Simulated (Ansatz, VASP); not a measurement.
In2CuO4: VASP beside Ansatz

The input INCAR:

```
SYSTEM = In2CuO4
ALGO = Normal
EDIFF = 1E-6
ENCUT = 520
ISIF = 2
ISMEAR = 0
ISPIN = 2
LASPH = .TRUE.
LCHARG = .FALSE.
LDAU = .TRUE.
LDAUJ = 0 0.7 0
LDAUL = -1 2 -1
LDAUPRINT = 1
LDAUTYPE = 1
LDAUU = 0 3 0
LMAXMIX = 4
LORBIT = 11
LREAL = .FALSE.
LWAVE = .FALSE.
MAGMOM = 0 0 1 0 0 0 0
NBANDS = 44
NELM = 150
PREC = Accurate
SIGMA = 0.05
```

Contents of KPOINTS:

```
k-points
0
G
  7 7 7
  0 0 0
```

POSCAR

```
In2CuO4
1.0
   -1.9784999400      1.9784999400      6.0399998300
    1.9784999400     -1.9784999400      6.0399998300
    1.9784999400      1.9784999400     -6.0399998300
In Cu O
2 1 4
Direct
    0.3529000000      0.3529000000      0.0000000000
    0.6471000000      0.6471000000      0.0000000000
    0.0000000000      0.0000000000      0.0000000000
    0.5000000000      0.0000000000      0.5000000000
    0.0000000000      0.5000000000      0.5000000000
    0.7500000000      0.2500000000      0.5000000000
    0.2500000000      0.7500000000      0.5000000000
```

Input for Ansatz:

```yaml
crystal:
  lattice:
    - [-1.97849994, 1.97849994, 6.03999983]
    - [1.97849994, -1.97849994, 6.03999983]
    - [1.97849994, 1.97849994, -6.03999983]
  atoms:
    - { symbol: In, position: [0.3529, 0.3529, 0.0] }
    - { symbol: In, position: [0.6471, 0.6471, 0.0] }
    - { symbol: Cu, position: [0.0, 0.0, 0.0], spin: 1.0 }
    - { symbol: O, position: [0.5, 0.0, 0.5] }
    - { symbol: O, position: [0.0, 0.5, 0.5] }
    - { symbol: O, position: [0.75, 0.25, 0.5] }
    - { symbol: O, position: [0.25, 0.75, 0.5] }
basis:
  ecutwfc: 420
  ecutrho_ratio: 4
kpoints:
  mp_grid: { grid: [7, 7, 7] }
hamiltonian:
  xc: lda
  hubbard: { sites: [{ site: 2, l: d, u: 3.0, j: 0.7 }] }
scf:
  occupations: { method: gaussian, width: 0.05 }
output:
  forces: true
  stress: true
  eigenvalues: true
  populations: true
  hubbard: { sites: [{ site: 2, l: d }] }
  write_density: true
  write_potential: true
  elf: true
  volumetric_format: npy
magnetization:
  spin_polarized: true
```

Alike in both runs: task single point; functional LDA; k mesh 7 × 7 × 7; occupations gaussian, width 0.05 eV; collinear spin; Hubbard terms Cu d U = 3.0 eV, J = 0.7 eV.

```csv
,VASP,Ansatz
version,VASP 6.6.1,Ansatz 0.2.0
potentials or method,"VASP PAW LDA potentials, release 64 (In_d, Cu, O), cutoff 520 eV","scalar-relativistic, plane waves, PAW"
valence electrons in the cell,61,69
```

Ansatz gave:

| Item | Value |
| --- | --- |
| gap on the k mesh at the Fermi level (eV) | none |
| pressure (GPa) | -23.5 |
| traceless stress, the component that is largest in VASP (GPa) | 1.10 |
| rms of the force components (eV/Å) | 0.532 |
| net moment per atom (μB) | 0.05 |
| size of the moment on the site where the two differ most (μB) | 0.21 |

Q: Which values does VASP return?

A: gap on the k mesh at the Fermi level (eV): none; pressure (GPa): -23.7; traceless stress, the component that is largest in VASP (GPa): 1.39; rms of the force components (eV/Å): 0.528; net moment per atom (μB): 0.05; size of the moment on the site where the two differ most (μB): 0.22.

LDA's correlation is that of Perdew and Zunger in VASP and of Perdew and Wang (1992) in Ansatz. Site moments also hang on the region over which each program counts them. The programs project onto different local orbitals, so the same U acts differently, and such runs can settle in different states. Atom by atom the forces differ by 0.004 eV/Å (rms over components). A gap of «none» marks a metal or a gap that the smearing closes. VASP's potentials hold 61 valence electrons a cell and Ansatz's 69, so a difference there can come from the potentials and not from the codes. Ansatz's warnings: filled band counts differ across k points.
